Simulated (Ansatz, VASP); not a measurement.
**Two plane-wave programs on MgO**

Contents of INCAR:

```
SYSTEM = MgO
PREC = Accurate ; ENCUT = 520
EDIFF = 1E-6 ; ISMEAR = 0
SIGMA = 0.05 ; LREAL = .FALSE.
LASPH = .TRUE. ; NELM = 60
ALGO = Normal ; ISIF = 2
LWAVE = .FALSE. ; LCHARG = .FALSE.
GGA = PE ; NBANDS = 16
```

The input KPOINTS:

```
regular mesh
0
G
  9 9 6
  0 0 0
```

Contents of POSCAR:

```
MgO
1.0
    3.5010556382      0.0000000000      0.0000000000
   -1.7505278191      3.0320031228      0.0000000000
    0.0000000000      0.0000000000      4.4943051228
Mg O
2 2
Direct
    0.6666666667      0.3333333333      0.7500000000
    0.3333333333      0.6666666667      0.2500000000
    0.6666666667      0.3333333333      0.2500000000
    0.3333333333      0.6666666667      0.7500000000
```

Input for Ansatz:

```yaml
crystal:
  lattice:
    - [3.5010556382, 0.0, 0.0]
    - [-1.7505278191, 3.0320031228, 0.0]
    - [0.0, 0.0, 4.4943051228]
  atoms:
    - { symbol: Mg, position: [0.6666666667, 0.3333333333, 0.75] }
    - { symbol: Mg, position: [0.3333333333, 0.6666666667, 0.25] }
    - { symbol: O, position: [0.6666666667, 0.3333333333, 0.25] }
    - { symbol: O, position: [0.3333333333, 0.6666666667, 0.75] }
basis:
  ecutwfc: 520.0
kpoints:
  mp_grid: { grid: [9, 9, 6] }
hamiltonian:
  xc: pbe
  pseudopotentials: { kind: paw, azcp: { folder: soft_1 } }
scf:
  occupations: { method: gaussian, width: 0.05 }
output:
  forces: true
  stress: true
  eigenvalues: true
  write_density: true
  write_potential: true
  elf: true
  volumetric_format: npy
```

Alike in both runs: task single point; functional PBE; k mesh 9 × 9 × 6; occupations gaussian, width 0.05 eV; no spin polarisation.

|  | VASP | Ansatz |
| --- | --- | --- |
| version | VASP 6.6.1 | Ansatz 0.2.0 |
| potentials or method | VASP PAW PBE potentials, release 64 (Mg, O), cutoff 520 eV | scalar-relativistic, plane waves, PAW |
| valence electrons in the cell | 16 | 32 |

Ansatz gave:

```
gap on the k mesh at the Fermi level (eV)                     : 2.95
least direct gap on the mesh (eV)                             : 2.95
pressure (GPa)                                                : -4.6
traceless stress, the component that is largest in VASP (GPa) : -4.45
```

Task: Which values does VASP return?

Result: gap on the k mesh at the Fermi level (eV): 2.93; least direct gap on the mesh (eV): 2.93; pressure (GPa): -5.2; traceless stress, the component that is largest in VASP (GPa): -4.55.

VASP's potentials hold 16 valence electrons a cell and Ansatz's 32, so a difference there can come from the potentials and not from the codes.
